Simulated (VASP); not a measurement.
# Sn3Mo2 (Pm-3m) in VASP: single point with PBE

Aim: the single point of Sn3Mo2 with PBE.

Everything below comes from runs of VASP 6.6.1. Logs are shortened: lines on timing, memory, paths and dates and some standing lists are left out, and cuts for length are marked.

## Step 1: The cell of the first run

It takes space group Pm-3m (No. 221, cubic). Conventional cell: a = 5.246 Å, b = 5.246 Å, c = 5.246 Å, α = 90.00°, β = 90.00°, γ = 90.00°. Sn (site symmetry 4/mmm) has 2 Mo at 2.62 Å within 3.5 Å. Mo (site symmetry m-3m) has 12 Sn at 3.71 Å and 8 Mo at 4.54 Å within 4.9 Å. Mo (site symmetry m-3m) has 6 Sn at 2.62 Å within 3.5 Å.

The cell was generated, and may not be a known phase.

## Step 2: Single point, PBE, collinear spin

The input, INCAR:

```
PREC = Accurate
ENCUT = 520
EDIFF = 1E-6
ISMEAR = 0
SIGMA = 0.1
LREAL = False
LASPH = True
NELM = 150
ALGO = Fast
ISIF = 2
LWAVE = False
LCHARG = False
ISPIN = 2
MAGMOM = 0 0 0 4.55 0.52
LORBIT = 11
LMAXMIX = 4
GGA = PE
NBANDS = 47
```

The input, KPOINTS:

```
Automatic mesh
0
Gamma
  8 8 8
```

The input, POSCAR:

```
Sn3Mo2
1.0
    5.2462384889      0.0000000000      0.0000000000
    0.0000000000      5.2462384889      0.0000000000
    0.0000000000      0.0000000000      5.2462384889
Sn Mo
3 2
Direct
    0.0000000000      0.5000000000      0.5000000000
    0.5000000000      0.0000000000      0.5000000000
    0.5000000000      0.5000000000      0.0000000000
    0.0000000000      0.0000000000      0.0000000000
    0.5000000000      0.5000000000      0.5000000000
```

Potentials or basis: VASP PAW PBE potentials, release 64 (Sn_d, Mo_sv).

Started as:

```bash
> cat potpaw_PBE.64/Sn_d/POTCAR potpaw_PBE.64/Mo_sv/POTCAR > POTCAR
> mpirun -np 1 vasp_std > vasp.out
```

OUTCAR:

```text
PREC = Accurate
   ENCUT = 520
   EDIFF = 1E-6
   ISMEAR = 0
   LREAL = False
   LASPH = True
   NELM = 150
   ISIF = 2
   ISPIN = 2
   LORBIT = 11
   GGA = PE

 ion  position               nearest neighbor table
   1  0.000  0.500  0.500-   5 2.62   5 2.62   2 3.71   3 3.71   2 3.71   2 3.71   3 3.71   3 3.71
                             3 3.71   2 3.71
   2  0.500  0.000  0.500-   5 2.62   5 2.62   1 3.71   3 3.71   1 3.71   3 3.71   3 3.71   3 3.71
                             1 3.71   1 3.71
   3  0.500  0.500  0.000-   5 2.62   5 2.62   1 3.71   1 3.71   2 3.71   2 3.71   2 3.71   2 3.71
                             1 3.71   1 3.71
   4  0.000  0.000  0.000-
   5  0.500  0.500  0.500-   1 2.62   2 2.62   3 2.62   3 2.62   2 2.62   1 2.62

  LATTYP: Found a simple cubic cell.
 ALAT       =     5.2462384889

  Lattice vectors:

 A1 = (   5.2462384889,   0.0000000000,   0.0000000000)
 A2 = (   0.0000000000,   5.2462384889,   0.0000000000)
 A3 = (   0.0000000000,   0.0000000000,   5.2462384889)

Analysis of symmetry for initial positions (statically):
=====================================================================
 Subroutine PRICEL returns:
 Original cell was already a primitive cell.

 Routine SETGRP: Setting up the symmetry group for a
 simple cubic supercell.

 Subroutine GETGRP returns: Found 48 space group operations
 (whereof 48 operations were pure point group operations)
 out of a pool of 48 trial point group operations.

The static configuration has the point symmetry O_h .

Analysis of symmetry for dynamics (positions and initial velocities):
=====================================================================
 Subroutine PRICEL returns:
 Original cell was already a primitive cell.

 Routine SETGRP: Setting up the symmetry group for a
 simple cubic supercell.

 Subroutine GETGRP returns: Found 48 space group operations
 (whereof 48 operations were pure point group operations)
 out of a pool of 48 trial point group operations.

The dynamic configuration has the point symmetry O_h .

Analysis of structural, dynamic, and magnetic symmetry:
=====================================================================
 Subroutine PRICEL returns:
 Original cell was already a primitive cell.

 Routine SETGRP: Setting up the symmetry group for a
 simple cubic supercell.

 Subroutine GETGRP returns: Found 48 space group operations
 (whereof 48 operations were pure point group operations)
 out of a pool of 48 trial point group operations.

The overall configuration has the point symmetry O_h .

 Subroutine INISYM returns: Found 48 space group operations
 (whereof 48 operations are pure point group operations),
 and found     1 'primitive' translations

----------------------------------------------------------------------------------------

                                     Primitive cell

  volume of cell :     144.3923

  direct lattice vectors                    reciprocal lattice vectors
     5.246238489  0.000000000  0.000000000     0.190612760  0.000000000  0.000000000
     0.000000000  5.246238489  0.000000000     0.000000000  0.190612760  0.000000000
     0.000000000  0.000000000  5.246238489     0.000000000  0.000000000  0.190612760

  length of vectors
     5.246238489  5.246238489  5.246238489     0.190612760  0.190612760  0.190612760

  position of ions in fractional coordinates (direct lattice)
     0.000000000  0.500000000  0.500000000
     0.500000000  0.000000000  0.500000000
     0.500000000  0.500000000  0.000000000
     0.000000000  0.000000000  0.000000000
     0.500000000  0.500000000  0.500000000

  ion indices of the primitive-cell ions
   primitive index   ion index
                 1           1
                 2           2
                 3           3
                 4           4
                 5           5

----------------------------------------------------------------------------------------

 KPOINTS: Automatic mesh

Automatic generation of k-mesh.
 Grid dimensions read from file:
 generate k-points for:    8    8    8

 Generating k-lattice:

[... 23 lines left out ...]
  0.125000  0.125000  0.000000     12.000000
[... 16 lines left out ...]
  0.375000  0.375000  0.125000     24.000000
  0.500000  0.375000  0.125000     24.000000
 [... further k-points ...]
   k-points           NKPTS =     35   k-points in BZ     NKDIM =     35   number of bands    NBANDS=     47
   number of dos      NEDOS =    301   number of ions     NIONS =      5
   total plane-waves  NPLWV =  64000
   dimension x,y,z NGX =    40 NGY =   40 NGZ =   40
   dimension x,y,z NGXF=    80 NGYF=   80 NGZF=   80
   ions per type =               3   2
   NGX,Y,Z   is equivalent  to a cutoff of  12.68, 12.68, 12.68 a.u.
   NGXF,Y,Z  is equivalent  to a cutoff of  25.35, 25.35, 25.35 a.u.
 SYSTEM =  unknown system
   PREC   = accura    normal or accurate (medium, high low for compatibility)
   ISTART =      0    job   : 0-new  1-cont  2-samecut
   ICHARG =      2    charge: 1-file 2-atom 10-const
   ISPIN  =      2    spin polarized calculation?
   LNONCOLLINEAR =      F non collinear calculations
   LSORBIT =      F    spin-orbit coupling
   LASPH  =      T    aspherical Exc in radial PAW
   ENCUT  =  520.0 eV  38.22 Ry    6.18 a.u.   9.75  9.75  9.75*2*pi/ulx,y,z
   NELM   =    150;   NELMIN=  2; NELMDL= -5     # of ELM steps
   EDIFF  = 0.1E-05   stopping-criterion for ELM
   LREAL  =      F    real-space projection
   EDIFFG = 0.1E-04   stopping-criterion for IOM
   NSW    =      0    number of steps for IOM
   IBRION =     -1    ionic relax: 0-MD 1-quasi-New 2-CG
   NFREE  =      0    steps in history (QN), initial steepest desc. (CG)
   ISIF   =      2    stress and relaxation
   ISYM   =      2    0-nonsym 1-usesym 2-fastsym
   POTIM  = 0.5000    time-step for ionic-motion
   TEBEG  =    0.0;   TEEND  =   0.0 temperature during run
   PSTRESS=    0.0 pullay stress
   NELECT =      70.0000    total number of electrons
   NUPDOWN=      -1.0000    fix difference up-down
   EMIN   =  10.00;   EMAX   =-10.00  energy-range for DOS
   EFERMI =   0.00;   METHOD = LEGACY
   ISMEAR =     0;   SIGMA  =   0.10  broadening in eV -4-tet -1-fermi 0-gaus
   EFERMI_NEDOS =   21; number of points for ismear=-14 and -15
   IALGO  =     68    algorithm
   IMIX   =      4    mixing-type and parameters
     AMIX     =   0.40;   BMIX     =  1.00
     AMIX_MAG =   1.60;   BMIX_MAG =  1.00
  volume/ion in A,a.u.               =      28.88       194.88
  Fermi-wavevector in a.u.,A,eV,Ry     =   1.286055  2.430291 22.503179  1.653937
  Thomas-Fermi vector in A             =   2.418152
   LORBIT       =     11    0 simple, 1 ext, 2 COOP (PROOUT), +10 PAW based schemes
   GGA     = PE    functional components
   LHFCALC =     F    Hartree Fock is set to
   AEXX    =    0.0000 exact exchange contribution
   IVDW    =     0    specifies the selected vdW correction
   LEPSILON=     F    determine dielectric tensor
   LRPA    =     F    only Hartree local field effects (RPA)
 spin polarized calculation
 RMM-DIIS sequential band-by-band and
 Gauss-broadening in eV      SIGMA  =   0.10
  energy-cutoff  :      520.00
  volume of cell :      144.39
 maximum number of plane-waves:      3916
 NGX is ok and might be reduce to    40
   NGX = 19   NGY = 19   NGZ = 19

 number of electron      69.9999976 magnetization       5.5602591

 Free energy of the ion-electron system (eV)
  ---------------------------------------------------
  ext. energy  EPLUGINS =         0.00000000
  ---------------------------------------------------
  free energy    TOTEN  =       -27.78237737 eV

  energy without entropy =      -27.76640473  energy(sigma->0) =      -27.77439105

 E-fermi :   6.3885     XC(G=0):  -9.8305

 val. band max:        6.3743600194   @ k =   0.2500   0.2500   0.0000
 cond. band min:       6.3885139180   @ k =   0.1250   0.0000   0.0000
 fundamental gap:      0.0141538986
 Fermi energy:         6.3884572139

 spin component 1

 k-point     1 :       0.0000    0.0000    0.0000
  band No.  band energies     occupation
      1     -55.2101      1.00000
      2     -54.0836      1.00000
      3     -29.4406      1.00000
      4     -29.4406      1.00000
      5     -29.4406      1.00000
      6     -28.2905      1.00000
[... 1189 lines left out ...]
     46      11.4010      0.00000
     47      12.1999      0.00000

 [... further k-points ...]

 spin component 2

 k-point     1 :       0.0000    0.0000    0.0000
  band No.  band energies     occupation
      1     -53.6884      1.00000
      2     -52.7960      1.00000
      3     -27.8542      1.00000
      4     -27.8542      1.00000
      5     -27.8542      1.00000
      6     -26.7539      1.00000
[... 1189 lines left out ...]
     46      12.5625      0.00000
     47      12.6801      0.00000

 [... further k-points ...]

------------------------ aborting loop because EDIFF is reached ----------------------------------------

  FORCE on cell =-STRESS in cart. coord.  units (eV):
  Direction    XX          YY          ZZ          XY          YZ          ZX
  --------------------------------------------------------------------------------------
  -------------------------------------------------------------------------------------
  Total        0.0298308      0.0298308      0.0298308     -0.0000000      0.0000000     -0.0000000
  in kB        0.3310031      0.3310031      0.3310031     -0.0000000      0.0000000     -0.0000000
  external PRESSURE =       0.3310031 kB  Pullay stress =       0.0000000 kB

 VOLUME and BASIS-vectors are now :
 -----------------------------------------------------------------------------
  energy-cutoff  :      520.00
  volume of cell :      144.39
      direct lattice vectors                 reciprocal lattice vectors
     5.246238489  0.000000000  0.000000000     0.190612760  0.000000000  0.000000000
     0.000000000  5.246238489  0.000000000     0.000000000  0.190612760  0.000000000
     0.000000000  0.000000000  5.246238489     0.000000000  0.000000000  0.190612760

 POSITION                                       TOTAL-FORCE (eV/Angst)
 -----------------------------------------------------------------------------------
      0.00000      2.62312      2.62312         0.000000      0.000000      0.000000
      2.62312      0.00000      2.62312         0.000000      0.000000      0.000000
      2.62312      2.62312      0.00000         0.000000      0.000000      0.000000
      0.00000      0.00000      0.00000         0.000000      0.000000      0.000000
      2.62312      2.62312      2.62312         0.000000      0.000000      0.000000
 -----------------------------------------------------------------------------------
    total drift:                               -0.000000      0.000000     -0.000000

  FREE ENERGIE OF THE ION-ELECTRON SYSTEM (eV)
  ---------------------------------------------------
  free  energy   TOTEN  =       -27.7823773707 eV

  energy  without entropy=      -27.7664047269  energy(sigma->0) =      -27.77439105

 total charge

# of ion       s       p       d       tot
------------------------------------------
    1        1.231   1.037   9.991  12.258
    2        1.231   1.037   9.991  12.258
    3        1.231   1.037   9.991  12.258
    4        2.221   5.976   3.902  12.099
    5        2.310   6.169   4.142  12.622
--------------------------------------------------
tot          8.224  15.256  38.016  61.496

 magnetization (x)

# of ion       s       p       d       tot
------------------------------------------
    1        0.018  -0.016   0.009   0.011
    2        0.018  -0.016   0.009   0.011
    3        0.018  -0.016   0.009   0.011
    4        0.158   0.022   3.627   3.807
    5        0.018   0.014   0.605   0.637
--------------------------------------------------
tot          0.229  -0.010   4.259   4.478
```

It took 9.6 min on 1 thread of Oxide Virtual Turin-like, shared host; peak memory 0.45 GiB.

What came out:

```yaml
Free_energy: -27.7824 eV
Pressure: 0.0 GPa
Net_moment: 5.56 μB per cell
Site_moments: Sn +0.01; Mo +3.81, +0.64 μB
Valence_electrons_inside_the_program's_atomic_spheres: Sn 12.26; Mo 12.10, 12.62
```

Levels at points of the mesh, in eV from the Fermi level:
Spin up:
```csv
k point,band 34,band 35,band 36,band 37,band 38,band 39,band 40,band 41,band 42,band 43
"(0.00, 0.00, 0.00)",-1.32,-0.44,-0.44,-0.44,-0.28,1.59,1.59,1.59,2.19,2.19
"(0.50, 0.00, 0.00)",-1.25,-0.93,-0.65,0.03,0.03,1.79,2.02,2.02,2.11,2.20
"(0.50, 0.50, 0.00)",-0.93,-0.56,-0.56,-0.11,-0.04,-0.04,0.03,3.02,3.09,3.28
"(0.50, 0.50, 0.50)",-1.06,-1.06,-0.84,-0.84,-0.84,0.93,0.93,0.93,4.30,4.30
```
Spin down:
| k point | band 29 | band 30 | band 31 | band 32 | band 33 | band 34 | band 35 | band 36 |
| --- | --- | --- | --- | --- | --- | --- | --- | --- |
| (0.00, 0.00, 0.00) | -2.17 | -0.29 | -0.29 | -0.29 | 1.01 | 1.01 | 1.33 | 1.57 |
| (0.50, 0.00, 0.00) | -1.67 | -1.61 | -1.61 | -0.58 | -0.58 | -0.19 | 1.52 | 1.84 |
| (0.50, 0.50, 0.00) | -2.12 | -1.77 | -1.77 | -0.04 | 0.20 | 0.20 | 0.96 | 1.49 |
| (0.50, 0.50, 0.50) | -3.32 | -3.32 | -2.11 | -2.11 | 0.71 | 1.55 | 1.55 | 1.55 |

Caveat: spin-orbit coupling is left out, which moves the levels of the heavy elements.
